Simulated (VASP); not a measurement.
# W3C in VASP: a series of runs, part 2 of 3

VASP 6.6.1.

### 5 Single point, PBEsol

Input file INCAR:

```
SYSTEM = W3C
PREC = Accurate
ENCUT = 520
EDIFF = 1E-6
ISMEAR = 0
SIGMA = 0.1
LREAL = .FALSE.
LASPH = .TRUE.
NELM = 60
ALGO = Normal
ISIF = 2
LWAVE = .FALSE.
LCHARG = .FALSE.
LDIPOL = .TRUE.
IDIPOL = 3
DIPOL = 0.5 0.5 0.335
GGA = PS
NBANDS = 31
```

Input file KPOINTS:

```
Automatic mesh
0
G
  10 10 1
  0 0 0
```

Input file POSCAR:

```
W3C
1.0
    2.7317561349      0.0000000000      0.0000000000
   -0.9105853783      2.5755243833      0.0000000000
    0.0000000000      0.0000000000     21.3158546942
W C
3 1
Direct
    0.5000000000      0.5000000000      0.1876537468
    0.0000000000      0.0000000000      0.2888907691
    0.5000000000      0.5000000000      0.3901253228
    0.6666666667      0.6666666667      0.4717547027
```

Potentials or basis: VASP PAW PBE potentials, release 64 (W_sv, C).

Launch:

```
> cat potpaw_PBE.64/W_sv/POTCAR potpaw_PBE.64/C/POTCAR > POTCAR
> mpirun -np 1 vasp_std > vasp.out
```

OUTCAR:

```text
SYSTEM = W3C
   PREC = Accurate
   ENCUT = 520
   EDIFF = 1E-6
   ISMEAR = 0
   LREAL = .FALSE.
   LASPH = .TRUE.
   NELM = 60
   ISIF = 2
   GGA = PS

 ion  position               nearest neighbor table
   1  0.500  0.500  0.188-   2 2.67   2 2.67   2 3.10   2 3.10
   2  0.000  0.000  0.289-   3 2.67   3 2.67   1 2.67   1 2.67   3 3.10   3 3.10   1 3.10   1 3.10

   3  0.500  0.500  0.390-   4 1.82   2 2.67   2 2.67   2 3.10   2 3.10
   4  0.667  0.667  0.472-   3 1.82

  LATTYP: Found a base centered orthorhombic cell.
 ALAT       =     3.1543602796
 B/A-ratio  =     1.4142135624
 C/A-ratio  =     6.7575840439

  Lattice vectors:

 A1 = (   2.7317561349,   0.0000000000,   0.0000000000)
 A2 = (  -0.9105853783,   2.5755243833,   0.0000000000)
 A3 = (   0.0000000000,   0.0000000000,  21.3158546942)

Analysis of symmetry for initial positions (statically):
=====================================================================
 Subroutine PRICEL returns:
 Original cell was already a primitive cell.

 Routine SETGRP: Setting up the symmetry group for a
 base centered orthorhombic supercell.

 Subroutine GETGRP returns: Found  2 space group operations
 (whereof  2 operations were pure point group operations)
 out of a pool of  8 trial point group operations.

The static configuration has the point symmetry C_1h.

Analysis of symmetry for dynamics (positions and initial velocities):
=====================================================================
 Subroutine PRICEL returns:
 Original cell was already a primitive cell.

 Routine SETGRP: Setting up the symmetry group for a
 base centered orthorhombic supercell.

 Subroutine GETGRP returns: Found  2 space group operations
 (whereof  2 operations were pure point group operations)
 out of a pool of  8 trial point group operations.

The dynamic configuration has the point symmetry C_1h.

 Subroutine INISYM returns: Found  2 space group operations
 (whereof  2 operations are pure point group operations),
 and found     1 'primitive' translations

----------------------------------------------------------------------------------------

                                     Primitive cell

  volume of cell :     149.9721

  direct lattice vectors                    reciprocal lattice vectors
     2.731756135  0.000000000  0.000000000     0.366064887  0.129423482  0.000000000
    -0.910585378  2.575524383  0.000000000     0.000000000  0.388270446  0.000000000
     0.000000000  0.000000000 21.315854694     0.000000000  0.000000000  0.046913437

  length of vectors
     2.731756135  2.731756135 21.315854694     0.388270446  0.388270446  0.046913437

  position of ions in fractional coordinates (direct lattice)
     0.500000000  0.500000000  0.187653747
     0.000000000  0.000000000  0.288890769
     0.500000000  0.500000000  0.390125323
     0.666666667  0.666666667  0.471754703

  ion indices of the primitive-cell ions
   primitive index   ion index
                 1           1
                 2           2
                 3           3
                 4           4

----------------------------------------------------------------------------------------
[... 31 lines left out ...]
  0.400000 -0.000000  0.000000      4.000000
  0.500000  0.000000  0.000000      2.000000
[... 16 lines left out ...]
  0.300000  0.300000  0.000000      2.000000
  0.400000  0.300000  0.000000      4.000000
 [... further k-points ...]
   k-points           NKPTS =     31   k-points in BZ     NKDIM =     31   number of bands    NBANDS=     31
   number of dos      NEDOS =    301   number of ions     NIONS =      4
   total plane-waves  NPLWV =  64000
   dimension x,y,z NGX =    20 NGY =   20 NGZ =  160
   dimension x,y,z NGXF=    40 NGYF=   40 NGZF=  320
   ions per type =               3   1
   NGX,Y,Z   is equivalent  to a cutoff of  12.17, 12.17, 12.48 a.u.
   NGXF,Y,Z  is equivalent  to a cutoff of  24.34, 24.34, 24.96 a.u.
 SYSTEM =  W3C
   PREC   = accura    normal or accurate (medium, high low for compatibility)
   ISTART =      0    job   : 0-new  1-cont  2-samecut
   ICHARG =      2    charge: 1-file 2-atom 10-const
   ISPIN  =      1    spin polarized calculation?
   LNONCOLLINEAR =      F non collinear calculations
   LSORBIT =      F    spin-orbit coupling
   LASPH  =      T    aspherical Exc in radial PAW
   ENCUT  =  520.0 eV  38.22 Ry    6.18 a.u.   5.08  5.08 39.63*2*pi/ulx,y,z
   NELM   =     60;   NELMIN=  2; NELMDL= -5     # of ELM steps
   EDIFF  = 0.1E-05   stopping-criterion for ELM
   LREAL  =      F    real-space projection
   EDIFFG = 0.1E-04   stopping-criterion for IOM
   NSW    =      0    number of steps for IOM
   IBRION =     -1    ionic relax: 0-MD 1-quasi-New 2-CG
   NFREE  =      0    steps in history (QN), initial steepest desc. (CG)
   ISIF   =      2    stress and relaxation
   ISYM   =      2    0-nonsym 1-usesym 2-fastsym
   POTIM  = 0.5000    time-step for ionic-motion
   TEBEG  =    0.0;   TEEND  =   0.0 temperature during run
   PSTRESS=    0.0 pullay stress
   NELECT =      46.0000    total number of electrons
   NUPDOWN=      -1.0000    fix difference up-down
   EMIN   =  10.00;   EMAX   =-10.00  energy-range for DOS
   EFERMI =   0.00;   METHOD = LEGACY
   ISMEAR =     0;   SIGMA  =   0.10  broadening in eV -4-tet -1-fermi 0-gaus
   EFERMI_NEDOS =   21; number of points for ismear=-14 and -15
   IALGO  =     38    algorithm
   IMIX   =      4    mixing-type and parameters
     AMIX     =   0.40;   BMIX     =  1.00
     AMIX_MAG =   1.60;   BMIX_MAG =  1.00
  volume/ion in A,a.u.               =      37.49       253.02
  Fermi-wavevector in a.u.,A,eV,Ry     =   1.104055  2.086361 16.584647  1.218937
  Thomas-Fermi vector in A             =   2.240522
   LORBIT       =      0    0 simple, 1 ext, 2 COOP (PROOUT), +10 PAW based schemes
   GGA     = PS    functional components
   LHFCALC =     F    Hartree Fock is set to
   AEXX    =    0.0000 exact exchange contribution
   IVDW    =     0    specifies the selected vdW correction
   LEPSILON=     F    determine dielectric tensor
   LRPA    =     F    only Hartree local field effects (RPA)
 non-spin polarized calculation
 Gauss-broadening in eV      SIGMA  =   0.10
  energy-cutoff  :      520.00
  volume of cell :      149.97
 maximum number of plane-waves:      4078
   NGX = 11   NGY = 11   NGZ = 79

 dipolmoment           0.000000      0.000000     -0.005408 electrons x Angstroem

 number of electron      46.0000009 magnetization

 dipolmoment           0.000000      0.000000      0.093810 electrons x Angstroem

 Free energy of the ion-electron system (eV)
  ---------------------------------------------------
  ext. energy  EPLUGINS =         0.00000000
  ---------------------------------------------------
  free energy    TOTEN  =       -44.34418570 eV

  energy without entropy =      -44.33178314  energy(sigma->0) =      -44.33798442

 E-fermi :   0.0424     XC(G=0):  -5.8614

 val. band max:        0.0152867013   @ k =   0.5000   0.1000   0.0000
 cond. band min:       0.0766522229   @ k =   0.4000  -0.0000   0.0000
 fundamental gap:      0.0613655216
 Fermi energy:         0.0423913596

 k-point     1 :       0.0000    0.0000    0.0000
  band No.  band energies     occupation
      1     -74.0917      2.00000
      2     -73.8804      2.00000
      3     -73.6360      2.00000
      4     -38.8462      2.00000
      5     -38.2229      2.00000
      6     -38.0495      2.00000
[... 805 lines left out ...]
     30       4.1496      0.00000
     31       5.6803      0.00000

 [... further k-points ...]

------------------------ aborting loop because EDIFF is reached ----------------------------------------

 vacuum level on the upper side and lower side of the slab       (xc-potential included)         1.161        -1.190

  FORCE on cell =-STRESS in cart. coord.  units (eV):
  Direction    XX          YY          ZZ          XY          YZ          ZX
  --------------------------------------------------------------------------------------
  -------------------------------------------------------------------------------------
  Total       -0.5427541     -0.4364820      5.6588566      0.1502914      3.0051086      2.1249359
  in kB       -5.7983354     -4.6630125     60.4545403      1.6055891     32.1040938     22.7010568
  external PRESSURE =      16.6643975 kB  Pullay stress =       0.0000000 kB

 VOLUME and BASIS-vectors are now :
 -----------------------------------------------------------------------------
  energy-cutoff  :      520.00
  volume of cell :      149.97
      direct lattice vectors                 reciprocal lattice vectors
     2.731756135  0.000000000  0.000000000     0.366064887  0.129423482  0.000000000
    -0.910585378  2.575524383  0.000000000     0.000000000  0.388270446  0.000000000
     0.000000000  0.000000000 21.315854694     0.000000000  0.000000000  0.046913437

 POSITION                                       TOTAL-FORCE (eV/Angst)
 -----------------------------------------------------------------------------------
      0.91059      1.28776      4.00000         0.082521      0.116703      0.245191
      0.00000      0.00000      6.15795        -0.190523     -0.269440     -1.387282
      0.91059      1.28776      8.31585        -1.081743     -1.529816     -1.016392
      1.21411      1.71702     10.05585         1.189745      1.682554      2.158483
 -----------------------------------------------------------------------------------
    total drift:                               -0.000016     -0.000023     -0.000233

  FREE ENERGIE OF THE ION-ELECTRON SYSTEM (eV)
  ---------------------------------------------------
  free  energy   TOTEN  =       -44.3441856955 eV

  energy  without entropy=      -44.3317831364  energy(sigma->0) =      -44.33798442

 vacuum level on the upper side and lower side of the slab         7.236         4.823
```

stdout:

```text
POSCAR found type information on POSCAR W C
 POSCAR found :  2 types and       4 ions
 scaLAPACK will be used
 -----------------------------------------------------------------------------
|                                                                             |
|                                                                             |
|     You enforced a specific xc type in the INCAR file but a different       |
|     I HOPE YOU KNOW WHAT YOU ARE DOING!                                     |
|                                                                             |
 -----------------------------------------------------------------------------

 LDA part: xc-table for (Slater+PW92), standard interpolation
 POSCAR, INCAR and KPOINTS ok, starting setup
 FFT: planning ... GRIDC
 FFT: planning ... GRID_SOFT
 FFT: planning ... GRID
 WAVECAR not read
 entering main loop
```

Wall time 4.8 min (1 thread of Intel Xeon Platinum 8259CL at 2.50GHz (Skylake/Cascade Lake), shared host); peak memory 0.31 GiB.

What came out:

```
Free energy            : -44.3442 eV
Largest force          : 2.984 eV/Å
Band gap on the k mesh : zero (bands 23 and 24 overlap by 1.46 eV)
```

Forces on the atoms (eV/Å):
```
W    0.083  0.117  0.245
W   -0.191 -0.269 -1.387
W   -1.082 -1.530 -1.016
C    1.190  1.683  2.158
```

Caveat: the PAW data sets were made with another functional, which shifts forces and pressure a little; spin-orbit coupling is left out, which moves the levels of the heavy elements.

### 6 Single point, PBEsol

Input file INCAR:

```
SYSTEM = W3C
PREC = Accurate ; ENCUT = 520
EDIFF = 1E-6 ; ISMEAR = 0
SIGMA = 0.1 ; LREAL = .False.
LASPH = .True. ; NELM = 100
ALGO = Normal ; ISIF = 2
LWAVE = .False. ; LCHARG = .True.
LDIPOL = .True. ; IDIPOL = 3
DIPOL = 0.5 0.5 0.344 ; GGA = PS
LELF = .True. ; LVHAR = .True.
LVACPOTAV = .True. ; NBANDS = 31
```

Input file KPOINTS:

```
Automatic mesh
0
Gamma
  10 10 1
  0 0 0
```

POSCAR: that of step 5 with these lines changed.

```diff
@@ -11,2 +11,2 @@
     0.5000000000      0.5000000000      0.3901253228
-    0.6666666667      0.6666666667      0.4717547027
+    0.6666666667      0.6666666667      0.5088163177
```

Potentials or basis: VASP PAW PBE potentials, release 64 (W_sv, C).

Launch:

```
> cat potpaw_PBE.64/W_sv/POTCAR potpaw_PBE.64/C/POTCAR > POTCAR
> mpirun -np 1 vasp_std > vasp.out
```

OUTCAR:

```text
SYSTEM = W3C
   PREC = Accurate
   ENCUT = 520
   EDIFF = 1E-6
   ISMEAR = 0
   LREAL = .False.
   LASPH = .True.
   NELM = 100
   ISIF = 2
   GGA = PS

 ion  position               nearest neighbor table
   1  0.500  0.500  0.188-   2 2.67   2 2.67   2 3.10   2 3.10
   2  0.000  0.000  0.289-   3 2.67   3 2.67   1 2.67   1 2.67   3 3.10   3 3.10   1 3.10   1 3.10

   3  0.500  0.500  0.390-   4 2.58   2 2.67   2 2.67   2 3.10   2 3.10
   4  0.667  0.667  0.509-   3 2.58

  LATTYP: Found a base centered orthorhombic cell.
[... 1021 lines left out ...]
  --------------------------------------------------------------------------------------
  -------------------------------------------------------------------------------------
  Total       -5.0880693     -5.1992912     -5.7946846     -0.1572915      0.2593542      0.1833882
  in kB      -54.3567216    -55.5449245    -61.9056143     -1.6803725      2.7707252      1.9591681
  external PRESSURE =     -57.2690868 kB  Pullay stress =       0.0000000 kB

 VOLUME and BASIS-vectors are now :
 -----------------------------------------------------------------------------
  energy-cutoff  :      520.00
  volume of cell :      149.97
      direct lattice vectors                 reciprocal lattice vectors
     2.731756135  0.000000000  0.000000000     0.366064887  0.129423482  0.000000000
    -0.910585378  2.575524383  0.000000000     0.000000000  0.388270446  0.000000000
     0.000000000  0.000000000 21.315854694     0.000000000  0.000000000  0.046913437

 POSITION                                       TOTAL-FORCE (eV/Angst)
 -----------------------------------------------------------------------------------
      0.91059      1.28776      4.00000         0.026982      0.038158      0.086055
      0.00000      0.00000      6.15795        -0.061702     -0.087259     -0.761078
      0.91059      1.28776      8.31585        -0.031366     -0.044359      3.454464
      1.21411      1.71702     10.84585         0.066086      0.093460     -2.779441
 -----------------------------------------------------------------------------------
    total drift:                                0.000036      0.000051     -0.000109

  FREE ENERGIE OF THE ION-ELECTRON SYSTEM (eV)
  ---------------------------------------------------
  free  energy   TOTEN  =       -42.7976901903 eV

  energy  without entropy=      -42.7751190761  energy(sigma->0) =      -42.78640463

 vacuum level on the upper side and lower side of the slab         6.959         5.175
```

OSZICAR:

```text
N       E                     dE             d eps       ncg     rms          rms(c)
DAV:   1     0.498461594805E+03    0.49846E+03   -0.28413E+04  2258   0.141E+03
DAV:   2    -0.247153182703E+02   -0.52318E+03   -0.50960E+03  2246   0.434E+02
DAV:   3    -0.445958443084E+02   -0.19881E+02   -0.19077E+02  2427   0.851E+01
[... 19 lines left out ...]
DAV:  23    -0.427976257108E+02   -0.16912E-04   -0.58378E-06  2040   0.115E-02    0.499E-03
DAV:  24    -0.427976593974E+02   -0.33687E-04   -0.35327E-06  1728   0.946E-03    0.344E-03
DAV:  25    -0.427976836757E+02   -0.24278E-04   -0.32965E-06  1698   0.684E-03    0.231E-03
DAV:  26    -0.427976881847E+02   -0.45091E-05   -0.61969E-07  1409   0.376E-03    0.947E-04
DAV:  27    -0.427976894533E+02   -0.12685E-05   -0.80414E-08  1024   0.143E-03    0.793E-04
DAV:  28    -0.427976901903E+02   -0.73699E-06   -0.91211E-08   989   0.182E-03
   1 F= -.42797690E+02 E0= -.42786405E+02  d E =-.225711E-01
```

It took 3.6 min on 1 thread of Intel Xeon Platinum 8259CL at 2.50GHz (Skylake/Cascade Lake), shared host; peak memory 0.31 GiB.

Results:

- Free energy: -42.7977 eV
- Largest force: 3.455 eV/Å
- Band gap on the k mesh: zero (bands 23 and 24 overlap by 1.23 eV)

Forces on the atoms (eV/Å):
```
W    0.027  0.038  0.086
W   -0.062 -0.087 -0.761
W   -0.031 -0.044  3.454
C    0.066  0.093 -2.779
```

Caveat: the PAW data sets were made with another functional, which shifts forces and pressure a little; spin-orbit coupling is left out, which moves the levels of the heavy elements.

(Part 2 of 3 ends here.)
